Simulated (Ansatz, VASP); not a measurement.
## GaN: VASP beside Ansatz

```
CELL_PARAMETERS angstrom
0.05978 2.02239 2.02239
2.02239 0.05978 2.02239
2.02239 2.02239 0.05978
ATOMIC_POSITIONS crystal
Ga 0.50000 0.50000 0.50000
N 0.00000 0.00000 0.00000
```

Change from the starting cell: equal xy, yz and zx shear strains of +3 %, crystal datasets.

Alike in both runs: task electric field gradients; functional PBE; k mesh 13 × 13 × 13; occupations fermi-dirac, width 0.02 eV; no spin polarisation.

|  | VASP | Ansatz |
| --- | --- | --- |
| version | VASP 6.6.1 | Ansatz 0.2.0 |
| potentials or method | VASP PAW PBE potentials, release 64 (Ga_d, N), cutoff 520 eV | all-electron PAW with datasets made for the crystal, scalar-relativistic |

Ansatz gave:

```
gap on the k mesh at the Fermi level (eV)                     : 1.73
pressure (GPa)                                                : 69.4
traceless stress, the component that is largest in VASP (GPa) : -8.29
size of Vzz on the site where it differs most (V/Å²)          : 9.8
```

Q: What did VASP give for the same quantities?

A: gap on the k mesh at the Fermi level (eV): 1.71; pressure (GPa): 70.6; traceless stress, the component that is largest in VASP (GPa): -8.26; size of Vzz on the site where it differs most (V/Å²): 6.1.

Both programs put the cell under a high pressure, so it lies far from rest at this level. Ansatz ran all-electron here, and VASP with PAW potentials.

Noted on VASP's run: the cell as given lies far from equilibrium.
